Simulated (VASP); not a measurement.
# SrO: vibrations by perturbation theory with LDA

The system is SrO.

```
Sr O
1.0
     0.00000    2.56630    2.56630
     2.56630    0.00000    2.56630
     2.56630    2.56630    0.00000
Sr O
1 1
Direct
  0.50000 0.50000 0.50000
  0.00000 0.00000 0.00000
```

```yaml
Program: VASP 6.6.1
Task: vibrations by perturbation theory
Functional: LDA
Potentials_or_basis: VASP PAW LDA potentials, release 64 (Sr_sv, O)
Cutoff: 520 eV
k_mesh: 7 × 7 × 7
Occupations: fermi-dirac, width 0.05 eV
Spin: no spin polarisation
Dipole_correction: no
Further_INCAR_settings: ALGO = Normal; EDIFF = 1e-08; NBANDS = 15; IBRION = 8; NSW = 1
```

```yaml
Highest_phonon_frequency_at_Γ_LO-TO_splitting_left_out: 199 cm⁻¹
```

Phonon frequencies in cm⁻¹ (negative: imaginary):
| q point | frequencies |
| --- | --- |
| (0.000, 0.000, 0.000) | 0 0 0 199 199 199 |

Wall time 88 s on 1 thread of Intel(R) Xeon(R) Platinum 8259CL CPU @ 2.50GHz (Skylake/Cascade Lake) (shared host), peak memory 0.19 GiB.

Caveat: the cell stands under pressure or tension, which shifts response properties.
